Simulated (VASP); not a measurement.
# Ru (P6_3/mmc) in VASP: a series of runs

Aim: see how the results for Ru move with the level of theory and the settings. Levels: PBE, PBEsol. Tasks: single point.

All numbers are computed with VASP 6.6.1; they aren't measurements. Logs are shortened: lines on timing, memory, paths and dates and some standing lists are left out, and cuts for length are marked.

### 1 The cell of the first run

The structure is hexagonal, space group P6_3/mmc (No. 194). The conventional cell has a = 2.708 Å, b = 2.708 Å, c = 4.268 Å, α = 90.00°, β = 90.00°, γ = 120.00°. Within 3.5 Å of Ru (site symmetry -6m2) lie 12 Ru at 2.65 to 2.71 Å.

### 2 Single point, PBE

INCAR

```
  ALGO = Normal
  EDIFF = 1E-7
  ENCUT = 520
  GGA = PE
  ISIF = 2
  ISMEAR = 0
  ISYM = 0
  LASPH = T
  LCHARG = F
  LREAL = F
  LWAVE = F
  NBANDS = 21
  NELM = 60
  PREC = Accurate
  SIGMA = 0.1
```

KPOINTS

```
k-points
0
Gamma
  1 4 7
```

POSCAR

```
Ru
1.0
    2.7078263433      0.0000000000      0.0000000000
   -1.3539131716      2.3450464023      0.0000000000
    0.0000000000      0.0000000000      4.2681017800
Ru
2
Direct
    0.3333333333      0.6666666667      0.2500000000
    0.6666666667      0.3333333333      0.7500000000
```

Potentials or basis: VASP PAW PBE potentials, release 64 (Ru_pv).

Started as:

```
$ cat potpaw_PBE.64/Ru_pv/POTCAR > POTCAR
$ mpirun -np 1 vasp_std > vasp.out
```

OUTCAR:

```text
EDIFF = 1E-7
   ENCUT = 520
   GGA = PE
   ISIF = 2
   ISMEAR = 0
   ISYM = 0
   LASPH = T
   LREAL = F
   NELM = 60
   PREC = Accurate

 ion  position               nearest neighbor table
   1  0.333  0.667  0.250-   2 2.65   2 2.65   2 2.65   2 2.65   2 2.65   2 2.65
   2  0.667  0.333  0.750-   1 2.65   1 2.65   1 2.65   1 2.65   1 2.65   1 2.65

IMPORTANT INFORMATION: All symmetrisations will be switched off!
NOSYMM: (Re-)initialisation of all symmetry stuff for point group C_1.

----------------------------------------------------------------------------------------

                                     Primitive cell

  volume of cell :      27.1024

  direct lattice vectors                    reciprocal lattice vectors
     2.707826343  0.000000000  0.000000000     0.369299901  0.213215397  0.000000000
    -1.353913172  2.345046402  0.000000000     0.000000000  0.426430794  0.000000000
     0.000000000  0.000000000  4.268101780     0.000000000  0.000000000  0.234296193

  length of vectors
     2.707826343  2.707826343  4.268101780     0.426430794  0.426430794  0.234296193

  position of ions in fractional coordinates (direct lattice)
     0.333333333  0.666666667  0.250000000
     0.666666667  0.333333333  0.750000000

  ion indices of the primitive-cell ions
   primitive index   ion index
                 1           1
                 2           2

----------------------------------------------------------------------------------------

 KPOINTS: k-points

Automatic generation of k-mesh.
 Grid dimensions read from file:
 generate k-points for:    1    4    7

 Generating k-lattice:

  Cartesian coordinates                     Fractional coordinates (reciprocal lattice)
     0.369299901  0.213215397  0.000000000     1.000000000  0.000000000  0.000000000
     0.000000000  0.106607699  0.000000000     0.000000000  0.250000000  0.000000000
     0.000000000  0.000000000  0.033470885     0.000000000  0.000000000  0.142857143

  Length of vectors
     0.426430794  0.106607699  0.033470885

  Shift w.r.t. Gamma in fractional coordinates (k-lattice)
     0.000000000  0.000000000  0.000000000

 -----------------------------------------------------------------------------
|                                                                             |
|           W    W    AA    RRRRR   N    N  II  N    N   GGGG   !!!           |
|           W    W   A  A   R    R  NN   N  II  NN   N  G    G  !!!           |
|           W    W  A    A  R    R  N N  N  II  N N  N  G       !!!           |
|           W WW W  AAAAAA  RRRRR   N  N N  II  N  N N  G  GGG   !            |
|           WW  WW  A    A  R   R   N   NN  II  N   NN  G    G                |
|           W    W  A    A  R    R  N    N  II  N    N   GGGG   !!!           |
|                                                                             |
|     Your reciprocal lattice and k-lattice belong to different lattice       |
|     classes:                                                                |
|                                                                             |
|        The reciprocal lattice is hexagonal,                                 |
|        whereas your k-lattice is simple orthorhombic.                       |
|                                                                             |
|     Results are often still useful ...                                      |
|                                                                             |
 -----------------------------------------------------------------------------

 WARNING: IBZKPT: internal override: KBLOWUP is changed to .FALSE.
      ... skipping the blow-up phase ...

 Subroutine IBZKPT returns following result:
 ===========================================

 Found     15 irreducible k-points:

 Following reciprocal coordinates:
            Coordinates               Weight
  0.000000  0.000000  0.000000      1.000000
  0.000000  0.250000  0.000000      2.000000
  0.000000  0.500000  0.000000      1.000000
  0.000000  0.000000  0.142857      2.000000
  0.000000  0.250000  0.142857      2.000000
  0.000000  0.500000  0.142857      2.000000
  0.000000 -0.250000  0.142857      2.000000
  0.000000  0.000000  0.285714      2.000000
  0.000000  0.250000  0.285714      2.000000
  0.000000  0.500000  0.285714      2.000000
  0.000000 -0.250000  0.285714      2.000000
  0.000000  0.000000  0.428571      2.000000
  0.000000  0.250000  0.428571      2.000000
  0.000000  0.500000  0.428571      2.000000
  0.000000 -0.250000  0.428571      2.000000
   k-points           NKPTS =     15   k-points in BZ     NKDIM =     15   number of bands    NBANDS=     21
   number of dos      NEDOS =    301   number of ions     NIONS =      2
   total plane-waves  NPLWV =  12800
   dimension x,y,z NGX =    20 NGY =   20 NGZ =   32
   dimension x,y,z NGXF=    40 NGYF=   40 NGZF=   64
   ions per type =               2
   NGX,Y,Z   is equivalent  to a cutoff of  12.28, 12.28, 12.46 a.u.
   NGXF,Y,Z  is equivalent  to a cutoff of  24.56, 24.56, 24.93 a.u.
 SYSTEM =  unknown system
   PREC   = accura    normal or accurate (medium, high low for compatibility)
   ISTART =      0    job   : 0-new  1-cont  2-samecut
   ICHARG =      2    charge: 1-file 2-atom 10-const
   ISPIN  =      1    spin polarized calculation?
   LNONCOLLINEAR =      F non collinear calculations
   LSORBIT =      F    spin-orbit coupling
   LASPH  =      T    aspherical Exc in radial PAW
   ENCUT  =  520.0 eV  38.22 Ry    6.18 a.u.   5.03  5.03  7.94*2*pi/ulx,y,z
   NELM   =     60;   NELMIN=  2; NELMDL= -5     # of ELM steps
   EDIFF  = 0.1E-06   stopping-criterion for ELM
   LREAL  =      F    real-space projection
   EDIFFG = 0.1E-05   stopping-criterion for IOM
   NSW    =      0    number of steps for IOM
   IBRION =     -1    ionic relax: 0-MD 1-quasi-New 2-CG
   NFREE  =      0    steps in history (QN), initial steepest desc. (CG)
   ISIF   =      2    stress and relaxation
   ISYM   =      0    0-nonsym 1-usesym 2-fastsym
   POTIM  = 0.5000    time-step for ionic-motion
   TEBEG  =    0.0;   TEEND  =   0.0 temperature during run
   PSTRESS=    0.0 pullay stress
   NELECT =      28.0000    total number of electrons
   NUPDOWN=      -1.0000    fix difference up-down
   EMIN   =  10.00;   EMAX   =-10.00  energy-range for DOS
   EFERMI =   0.00;   METHOD = LEGACY
   ISMEAR =     0;   SIGMA  =   0.10  broadening in eV -4-tet -1-fermi 0-gaus
   EFERMI_NEDOS =   21; number of points for ismear=-14 and -15
   IALGO  =     38    algorithm
   IMIX   =      4    mixing-type and parameters
     AMIX     =   0.40;   BMIX     =  1.00
     AMIX_MAG =   1.60;   BMIX_MAG =  1.00
  volume/ion in A,a.u.               =      13.55        91.45
  Fermi-wavevector in a.u.,A,eV,Ry     =   1.654977  3.127452 37.265640  2.738947
  Thomas-Fermi vector in A             =   2.743152
   LORBIT       =      0    0 simple, 1 ext, 2 COOP (PROOUT), +10 PAW based schemes
   GGA     = PE    functional components
   LHFCALC =     F    Hartree Fock is set to
   AEXX    =    0.0000 exact exchange contribution
   IVDW    =     0    specifies the selected vdW correction
   LEPSILON=     F    determine dielectric tensor
   LRPA    =     F    only Hartree local field effects (RPA)
 non-spin polarized calculation
 Gauss-broadening in eV      SIGMA  =   0.10
  energy-cutoff  :      520.00
  volume of cell :       27.10
 maximum number of plane-waves:       740
   NGX = 11   NGY = 11   NGZ = 15

 number of electron      28.0000006 magnetization

 Free energy of the ion-electron system (eV)
  ---------------------------------------------------
  ext. energy  EPLUGINS =         0.00000000
  ---------------------------------------------------
  free energy    TOTEN  =       -18.51740745 eV

  energy without entropy =      -18.48868332  energy(sigma->0) =      -18.50304538

 E-fermi :  12.4768     XC(G=0): -14.1139

 val. band max:       12.4433728031   @ k =   0.0000  -0.2500   0.1429
 cond. band min:      12.4829627443   @ k =   0.0000   0.0000   0.2857
 fundamental gap:      0.0395899412
 Fermi energy:        12.4768162294

 k-point     1 :       0.0000    0.0000    0.0000
  band No.  band energies     occupation
      1     -30.7770      2.00000
      2     -29.8040      2.00000
      3     -29.6278      2.00000
      4     -29.6086      2.00000
      5     -29.5855      2.00000
      6     -29.4080      2.00000
[... 13 lines left out ...]
     20      23.1325      0.00000
     21      23.3931      0.00000

 k-point     2 :       0.0000    0.2500    0.0000
  band No.  band energies     occupation
      1     -30.5805      2.00000
      2     -30.1772      2.00000
      3     -30.0033      2.00000
      4     -29.7110      2.00000
      5     -29.7077      2.00000
      6     -29.4636      2.00000
[... 13 lines left out ...]
     20      23.1322      0.00000
     21      23.1822      0.00000

 k-point     3 :       0.0000    0.5000    0.0000
  band No.  band energies     occupation
      1     -30.5494      2.00000
      2     -30.3515      2.00000
      3     -30.2872      2.00000
      4     -29.9092      2.00000
      5     -29.8205      2.00000
      6     -29.5261      2.00000
[... 13 lines left out ...]
     20      23.1304      0.00000
     21      24.0957      0.00000
[... 241 lines left out ...]
 k-point    14 :       0.0000    0.5000    0.4286
  band No.  band energies     occupation
      1     -30.6649      2.00000
      2     -30.6123      2.00000
      3     -29.9398      2.00000
      4     -29.8641      2.00000
      5     -29.7075      2.00000
      6     -29.6421      2.00000
[... 13 lines left out ...]
     20      23.1202      0.00000
     21      23.5376      0.00000

 k-point    15 :       0.0000   -0.2500    0.4286
  band No.  band energies     occupation
      1     -30.4212      2.00000
      2     -30.3001      2.00000
      3     -29.9314      2.00000
      4     -29.8261      2.00000
      5     -29.6137      2.00000
      6     -29.5595      2.00000
[... 13 lines left out ...]
     20      23.1318      0.00000
     21      27.8328      0.00000

------------------------ aborting loop because EDIFF is reached ----------------------------------------

  FORCE on cell =-STRESS in cart. coord.  units (eV):
  Direction    XX          YY          ZZ          XY          YZ          ZX
  --------------------------------------------------------------------------------------
  -------------------------------------------------------------------------------------
  Total        8.9703232      3.1579561      0.6969220     -0.0000026     -0.0000001     -0.0000001
  in kB      530.2878256    186.6851015     41.1991024     -0.0001529     -0.0000071     -0.0000047
  external PRESSURE =     252.7240099 kB  Pullay stress =       0.0000000 kB

 VOLUME and BASIS-vectors are now :
 -----------------------------------------------------------------------------
  energy-cutoff  :      520.00
  volume of cell :       27.10
      direct lattice vectors                 reciprocal lattice vectors
     2.707826343  0.000000000  0.000000000     0.369299901  0.213215397  0.000000000
    -1.353913172  2.345046402  0.000000000     0.000000000  0.426430794  0.000000000
     0.000000000  0.000000000  4.268101780     0.000000000  0.000000000  0.234296193

 POSITION                                       TOTAL-FORCE (eV/Angst)
 -----------------------------------------------------------------------------------
     -0.00000      1.56336      1.06703         0.000001      0.928513      0.000005
      1.35391      0.78168      3.20108        -0.000001     -0.928513     -0.000005
 -----------------------------------------------------------------------------------
    total drift:                               -0.000000      0.000021      0.000002

  FREE ENERGIE OF THE ION-ELECTRON SYSTEM (eV)
  ---------------------------------------------------
  free  energy   TOTEN  =       -18.5174074532 eV

  energy  without entropy=      -18.4886833166  energy(sigma->0) =      -18.50304538
```

Run time: 5.2 s. Hardware: 1 thread of Intel Xeon 6975P-C, shared host; peak memory 0.14 GiB.

What came out:

| Property | Result |
| --- | --- |
| Free energy | -18.5174 eV |
| Pressure | 25.3 GPa |
| Largest force | 0.929 eV/Å |
| Band gap on the k mesh | zero (band 14 reaches 14.40 eV, above the bottom of band 15 at 11.51 eV) |

Forces on the atoms (eV/Å):
```
Ru   0.000  0.929  0.000
Ru   0.000 -0.929  0.000
```

Caveat: the k points lie up to 2.68 Å⁻¹ apart.

### 3 Single point, PBEsol

INCAR

```
ALGO = Fast
EDIFF = 1E-6
ENCUT = 520
GGA = PS
ISIF = 2
ISMEAR = 0
ISYM = 0
LASPH = True
LCHARG = True
LELF = True
LREAL = False
LVHAR = True
LWAVE = False
NBANDS = 21
NELM = 100
PREC = Accurate
SIGMA = 0.1
```

KPOINTS

```
k-points
0
Gamma
  4 10 1
```

POSCAR

```
Ru
1.0
    2.7078263433      0.0000000000      0.0000000000
   -1.3539131716      2.3450464023      0.0000000000
    0.0000000000      0.0000000000      4.2681017800
Ru
2
Direct
    1.2263333333      1.6296666667      0.6180000000
    1.5596666667      1.2963333333      1.1180000000
```

Potentials or basis: VASP PAW PBE potentials, release 64 (Ru_pv).

Started as:

```
$ cat potpaw_PBE.64/Ru_pv/POTCAR > POTCAR
$ mpirun -np 1 vasp_std > vasp.out
```

Run time: 7.2 s. Hardware: 1 thread of Intel Xeon 6975P-C, shared host; peak memory 0.14 GiB.

Results (log left out):

```yaml
Free_energy: -21.1400 eV
Pressure: -8.7 GPa
Largest_force: 0.145 eV/Å
Band_gap_on_the_k_mesh: zero (band 14 reaches 14.17 eV, above the bottom of band 15 at 11.17 eV)
```

Forces on the atoms (eV/Å):
```
Ru   0.066  0.129  0.000
Ru  -0.066 -0.129  0.000
```

Stress tensor (GPa, compression positive):
```
-9.27  0.21  0.00
 0.21 -8.29  0.00
 0.00  0.00 -8.65
```

Levels at points of the mesh, in eV from the Fermi level:
```
           k point  band 10  band 11  band 12  band 13  band 14  band 15  band 16  band 17
(0.00, 0.00, 0.00)    -2.35    -2.11    -1.70    -1.65    -1.15    -1.09     1.48     1.53
(0.50, 0.00, 0.00)    -2.77    -1.76    -1.55    -1.24     1.68     2.11     2.25     4.35
(0.00, 0.50, 0.00)    -2.74    -1.80    -1.59    -1.18     1.66     2.09     2.30     4.28
(0.50, 0.50, 0.00)    -2.77    -1.77    -1.56    -1.24     1.68     2.11     2.26     4.34
```

Caveat: the k points lie up to 1.47 Å⁻¹ apart; the PAW data sets were made with another functional, which shifts forces and pressure a little.

### 4 Single point, PBE

INCAR

```
PREC     = Accurate       # precision mode
ENCUT    = 520            # plane-wave cutoff, eV
EDIFF    = 1E-6           # SCF threshold, eV
ISMEAR   = 1              # smearing method
SIGMA    = 0.0019         # smearing width, eV
LREAL    = F              # projectors in reciprocal space
LASPH    = T              # aspherical terms in the spheres
NELM     = 60             # most SCF steps
ALGO     = Normal         # electronic algorithm
ISIF     = 2              # what is computed and relaxed
LWAVE    = F              # write WAVECAR
LCHARG   = F              # write CHGCAR
GGA      = PE             # functional
NELECT   = 27.5         
NBANDS   = 21             # bands
```

KPOINTS

```
Automatic mesh
0
Gamma
  7 7 4
```

POSCAR

```
Ru
1.0
    2.7078263433      0.0000000000      0.0000000000
   -1.3539131716      2.3450464023      0.0000000000
    0.0000000000      0.0000000000      4.2681017800
Ru
2
Direct
    1.0953333333      1.2766666667      1.1660000000
    1.4286666667      0.9433333333      1.6660000000
```

Started as:

```
$ cat potpaw_PBE.64/Ru_pv/POTCAR > POTCAR
$ mpirun -np 1 vasp_std > vasp.out
```

Wall time 6.2 s (1 thread of Intel Xeon 6975P-C, shared host); peak memory 0.14 GiB.

Results (log left out):

* Free energy: -24.7866 eV

Levels at points of the mesh, in eV from the Fermi level:
```
           k point  band 10  band 11  band 12  band 13  band 14  band 15  band 16  band 17  band 18  band 19
(0.00, 0.00, 0.00)    -2.47    -2.29    -1.79    -1.79    -1.34    -1.34     1.23     1.23     1.67    10.05
(0.00, 0.00, 0.50)    -2.65    -2.65    -2.65    -2.52    -2.52     0.60     0.60     0.60     0.60    10.06
```

Caveat: the k points lie up to 0.38 Å⁻¹ apart; the cell carries a net charge on a neutralising background, which shifts energy and pressure; the cell is charged against a uniform background, so pressure and absolute levels hang on convention.

(Part 1 of 2 ends here.)
